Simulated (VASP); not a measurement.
# CaO (Fm-3m) in VASP: single point with PBEsol

Aim: the single point of CaO with PBEsol.

Program: VASP 6.6.1. These are calculated values, not measurements. Logs are shortened: lines on timing, memory, paths and dates and some standing lists are left out, and cuts for length are marked.

### Step 1. The cell of the first run

Symmetry: Fm-3m, No. 225, cubic system. The conventional cell has a = 4.767 Å, b = 4.767 Å, c = 4.767 Å, α = 90.00°, β = 90.00°, γ = 90.00°. Within 3.1 Å of Ca (site symmetry m-3m) lie 6 O at 2.38 Å. O (site symmetry m-3m) has 6 Ca at 2.38 Å within 3.1 Å.

### Step 2. Single point, PBEsol

Contents of INCAR:

```
ALGO = Normal
EDIFF = 1E-6
ENCUT = 600
GGA = PS
GGA_COMPAT = F
ISIF = 2
ISMEAR = 0
LASPH = T
LCHARG = T
LELF = T
LREAL = F
LVHAR = T
LWAVE = F
NBANDS = 15
NELM = 120
PREC = Accurate
SIGMA = 0.02
```

Contents of KPOINTS:

```
k-points
0
Gamma
  8 8 8
```

Contents of POSCAR:

```
CaO
1.0
    0.0000000000      2.3833343142      2.3833343142
    2.3833343142      0.0000000000      2.3833343142
    2.3833343142      2.3833343142      0.0000000000
Ca O
1 1
Direct
    0.0000000000      0.0000000000      0.0000000000
    0.5000000000      0.5000000000      0.5000000000
```

Potentials or basis: VASP PAW PBE potentials, release 64 (Ca_sv, O).

Started as:

```
cat potpaw_PBE.64/Ca_sv/POTCAR potpaw_PBE.64/O/POTCAR > POTCAR
mpirun -np 1 vasp_std > vasp.out
```

OUTCAR:

```text
EDIFF = 1E-6
   ENCUT = 600
   GGA = PS
   ISIF = 2
   ISMEAR = 0
   LASPH = T
   LREAL = F
   NELM = 120
   PREC = Accurate

 ion  position               nearest neighbor table
   1  0.000  0.000  0.000-   2 2.38   2 2.38   2 2.38   2 2.38   2 2.38   2 2.38
   2  0.500  0.500  0.500-   1 2.38   1 2.38   1 2.38   1 2.38   1 2.38   1 2.38

  LATTYP: Found a face centered cubic cell.
 ALAT       =     4.7666686284

  Lattice vectors:

 A1 = (   0.0000000000,   2.3833343142,   2.3833343142)
 A2 = (   2.3833343142,   0.0000000000,   2.3833343142)
 A3 = (   2.3833343142,   2.3833343142,   0.0000000000)

Analysis of symmetry for initial positions (statically):
=====================================================================
 Subroutine PRICEL returns:
 Original cell was already a primitive cell.

 Routine SETGRP: Setting up the symmetry group for a
 face centered cubic supercell.

 Subroutine GETGRP returns: Found 48 space group operations
 (whereof 48 operations were pure point group operations)
 out of a pool of 48 trial point group operations.

The static configuration has the point symmetry O_h .

Analysis of symmetry for dynamics (positions and initial velocities):
=====================================================================
 Subroutine PRICEL returns:
 Original cell was already a primitive cell.

 Routine SETGRP: Setting up the symmetry group for a
 face centered cubic supercell.

 Subroutine GETGRP returns: Found 48 space group operations
 (whereof 48 operations were pure point group operations)
 out of a pool of 48 trial point group operations.

The dynamic configuration has the point symmetry O_h .

 Subroutine INISYM returns: Found 48 space group operations
 (whereof 48 operations are pure point group operations),
 and found     1 'primitive' translations

----------------------------------------------------------------------------------------

                                     Primitive cell

  volume of cell :      27.0760

  direct lattice vectors                    reciprocal lattice vectors
     0.000000000  2.383334314  2.383334314    -0.209790123  0.209790123  0.209790123
     2.383334314  0.000000000  2.383334314     0.209790123 -0.209790123  0.209790123
     2.383334314  2.383334314  0.000000000     0.209790123  0.209790123 -0.209790123

  length of vectors
     3.370543711  3.370543711  3.370543711     0.363367153  0.363367153  0.363367153

  position of ions in fractional coordinates (direct lattice)
     0.000000000  0.000000000  0.000000000
     0.500000000  0.500000000  0.500000000

  ion indices of the primitive-cell ions
   primitive index   ion index
                 1           1
                 2           2

----------------------------------------------------------------------------------------

 KPOINTS: k-points

Automatic generation of k-mesh.
 Grid dimensions read from file:
 generate k-points for:    8    8    8

 Generating k-lattice:

  Cartesian coordinates                     Fractional coordinates (reciprocal lattice)
    -0.026223765  0.026223765  0.026223765     0.125000000  0.000000000  0.000000000
     0.026223765 -0.026223765  0.026223765     0.000000000  0.125000000  0.000000000
     0.026223765  0.026223765 -0.026223765     0.000000000  0.000000000  0.125000000

  Length of vectors
     0.045420894  0.045420894  0.045420894

  Shift w.r.t. Gamma in fractional coordinates (k-lattice)
     0.000000000  0.000000000  0.000000000

 Subroutine IBZKPT returns following result:
 ===========================================

 Found     29 irreducible k-points:

 Following reciprocal coordinates:
            Coordinates               Weight
  0.000000  0.000000  0.000000      1.000000
  0.125000  0.000000  0.000000      8.000000
  0.250000  0.000000  0.000000      8.000000
  0.375000  0.000000  0.000000      8.000000
  0.500000  0.000000  0.000000      4.000000
  0.125000  0.125000  0.000000      6.000000
[... 16 lines left out ...]
  0.500000  0.250000  0.125000     48.000000
 -0.375000  0.250000  0.125000     24.000000
 [... further k-points ...]
   k-points           NKPTS =     29   k-points in BZ     NKDIM =     29   number of bands    NBANDS=     15
   number of dos      NEDOS =    301   number of ions     NIONS =      2
   total plane-waves  NPLWV =  21952
   dimension x,y,z NGX =    28 NGY =   28 NGZ =   28
   dimension x,y,z NGXF=    56 NGYF=   56 NGZF=   56
   ions per type =               1   1
   NGX,Y,Z   is equivalent  to a cutoff of  13.81, 13.81, 13.81 a.u.
   NGXF,Y,Z  is equivalent  to a cutoff of  27.62, 27.62, 27.62 a.u.
 SYSTEM =  unknown system
   PREC   = accura    normal or accurate (medium, high low for compatibility)
   ISTART =      0    job   : 0-new  1-cont  2-samecut
   ICHARG =      2    charge: 1-file 2-atom 10-const
   ISPIN  =      1    spin polarized calculation?
   LNONCOLLINEAR =      F non collinear calculations
   LSORBIT =      F    spin-orbit coupling
   LASPH  =      T    aspherical Exc in radial PAW
   ENCUT  =  600.0 eV  44.10 Ry    6.64 a.u.   6.73  6.73  6.73*2*pi/ulx,y,z
   NELM   =    120;   NELMIN=  2; NELMDL= -5     # of ELM steps
   EDIFF  = 0.1E-05   stopping-criterion for ELM
   LREAL  =      F    real-space projection
   EDIFFG = 0.1E-04   stopping-criterion for IOM
   NSW    =      0    number of steps for IOM
   IBRION =     -1    ionic relax: 0-MD 1-quasi-New 2-CG
   NFREE  =      0    steps in history (QN), initial steepest desc. (CG)
   ISIF   =      2    stress and relaxation
   ISYM   =      2    0-nonsym 1-usesym 2-fastsym
   POTIM  = 0.5000    time-step for ionic-motion
   TEBEG  =    0.0;   TEEND  =   0.0 temperature during run
   PSTRESS=    0.0 pullay stress
   NELECT =      16.0000    total number of electrons
   NUPDOWN=      -1.0000    fix difference up-down
   EMIN   =  10.00;   EMAX   =-10.00  energy-range for DOS
   EFERMI =   0.00;   METHOD = LEGACY
   ISMEAR =     0;   SIGMA  =   0.02  broadening in eV -4-tet -1-fermi 0-gaus
   EFERMI_NEDOS =   21; number of points for ismear=-14 and -15
   IALGO  =     38    algorithm
   IMIX   =      4    mixing-type and parameters
     AMIX     =   0.40;   BMIX     =  1.00
     AMIX_MAG =   1.60;   BMIX_MAG =  1.00
  volume/ion in A,a.u.               =      13.54        91.36
  Fermi-wavevector in a.u.,A,eV,Ry     =   1.373788  2.596084 25.678203  1.887295
  Thomas-Fermi vector in A             =   2.499274
   LORBIT       =      0    0 simple, 1 ext, 2 COOP (PROOUT), +10 PAW based schemes
   GGA     = PS    functional components
   LHFCALC =     F    Hartree Fock is set to
   AEXX    =    0.0000 exact exchange contribution
   IVDW    =     0    specifies the selected vdW correction
   LEPSILON=     F    determine dielectric tensor
   LRPA    =     F    only Hartree local field effects (RPA)
 non-spin polarized calculation
 Gauss-broadening in eV      SIGMA  =   0.02
  energy-cutoff  :      600.00
  volume of cell :       27.08
 maximum number of plane-waves:       934
   NGX = 13   NGY = 13   NGZ = 13

 number of electron      15.9999997 magnetization

 Free energy of the ion-electron system (eV)
  ---------------------------------------------------
  ext. energy  EPLUGINS =         0.00000000
  ---------------------------------------------------
  free energy    TOTEN  =       -13.41319652 eV

  energy without entropy =      -13.41319652  energy(sigma->0) =      -13.41319652

 E-fermi :   2.5642     XC(G=0): -10.8603

 val. band max:        2.3368473244   @ k =   0.0000   0.0000   0.0000
 cond. band min:       5.8587742666   @ k =   0.5000   0.5000   0.0000
 fundamental gap:      3.5219269422
 Fermi energy:         2.5642305602

 k-point     1 :       0.0000    0.0000    0.0000
  band No.  band energies     occupation
      1     -34.9498      2.00000
      2     -15.7717      2.00000
      3     -15.7717      2.00000
      4     -15.7717      2.00000
      5     -13.1564      2.00000
      6       2.3368      2.00000
      7       2.3368      2.00000
      8       2.3368      2.00000
      9       7.1029      0.00000
     10       8.5877      0.00000
     11       8.5877      0.00000
     12       8.5877      0.00000
     13      10.1691      0.00000
     14      10.1691      0.00000
     15      17.3192      0.00000

 k-point     2 :       0.1250    0.0000    0.0000
  band No.  band energies     occupation
      1     -34.9325      2.00000
      2     -16.0243      2.00000
      3     -15.7805      2.00000
      4     -15.7805      2.00000
      5     -12.8946      2.00000
      6       1.7783      2.00000
      7       2.1126      2.00000
      8       2.1126      2.00000
      9       7.8002      0.00000
     10       8.5419      0.00000
     11       8.8657      0.00000
     12       8.8657      0.00000
     13      10.5583      0.00000
     14      10.5583      0.00000
     15      17.9623      0.00000

 k-point     3 :       0.2500    0.0000    0.0000
  band No.  band energies     occupation
      1     -34.8904      2.00000
      2     -16.5094      2.00000
      3     -15.8014      2.00000
      4     -15.8014      2.00000
      5     -12.3849      2.00000
      6       0.7353      2.00000
      7       1.6354      2.00000
      8       1.6354      2.00000
      9       8.6042      0.00000
     10       9.2835      0.00000
     11       9.5971      0.00000
     12       9.5971      0.00000
     13      11.4926      0.00000
     14      11.4926      0.00000
     15      18.4352      0.00000
[... 343 lines left out ...]
 k-point    23 :       0.5000    0.2500    0.1250
  band No.  band energies     occupation
      1     -34.8260      2.00000
      2     -16.7217      2.00000
      3     -16.0240      2.00000
      4     -15.8838      2.00000
      5     -12.1847      2.00000
      6       0.2575      2.00000
      7       1.2141      2.00000
      8       1.4633      2.00000
      9       8.2120      0.00000
     10       9.9198      0.00000
     11      10.9558      0.00000
     12      11.0758      0.00000
     13      12.4848      0.00000
     14      13.6471      0.00000
     15      17.3327      0.00000

 k-point    24 :      -0.3750    0.2500    0.1250
  band No.  band energies     occupation
      1     -34.8119      2.00000
      2     -16.7903      2.00000
      3     -16.0410      2.00000
      4     -15.9126      2.00000
      5     -12.1255      2.00000
      6       0.2038      2.00000
      7       1.1662      2.00000
      8       1.2302      2.00000
      9       9.1383      0.00000
     10       9.2018      0.00000
     11      11.2690      0.00000
     12      11.4720      0.00000
     13      12.7953      0.00000
     14      14.4456      0.00000
     15      16.4131      0.00000

 [... further k-points ...]

------------------------ aborting loop because EDIFF is reached ----------------------------------------

  FORCE on cell =-STRESS in cart. coord.  units (eV):
  Direction    XX          YY          ZZ          XY          YZ          ZX
  --------------------------------------------------------------------------------------
  -------------------------------------------------------------------------------------
  Total        0.0951690      0.0951690      0.0951690      0.0000000      0.0000000     -0.0000000
  in kB        5.6314623      5.6314623      5.6314623      0.0000000      0.0000000     -0.0000000
  external PRESSURE =       5.6314623 kB  Pullay stress =       0.0000000 kB

 VOLUME and BASIS-vectors are now :
 -----------------------------------------------------------------------------
  energy-cutoff  :      600.00
  volume of cell :       27.08
      direct lattice vectors                 reciprocal lattice vectors
     0.000000000  2.383334314  2.383334314    -0.209790123  0.209790123  0.209790123
     2.383334314  0.000000000  2.383334314     0.209790123 -0.209790123  0.209790123
     2.383334314  2.383334314  0.000000000     0.209790123  0.209790123 -0.209790123

 POSITION                                       TOTAL-FORCE (eV/Angst)
 -----------------------------------------------------------------------------------
      0.00000      0.00000      0.00000         0.000000      0.000000      0.000000
      2.38333      2.38333      2.38333         0.000000      0.000000     -0.000000
 -----------------------------------------------------------------------------------
    total drift:                                0.000000      0.000000      0.000000

  FREE ENERGIE OF THE ION-ELECTRON SYSTEM (eV)
  ---------------------------------------------------
  free  energy   TOTEN  =       -13.4131965213 eV

  energy  without entropy=      -13.4131965213  energy(sigma->0) =      -13.41319652
```

Wall time 30 s (1 thread of AMD EPYC 7R43 (Zen 3), shared host); peak memory 0.13 GiB.

Results:

```
Free energy            : -13.4132 eV
Pressure               : 0.6 GPa
Band gap on the k mesh : 3.52 eV (least direct gap 3.89 eV)
```

Caveat: the PAW data sets were made with another functional, which shifts forces and pressure a little.
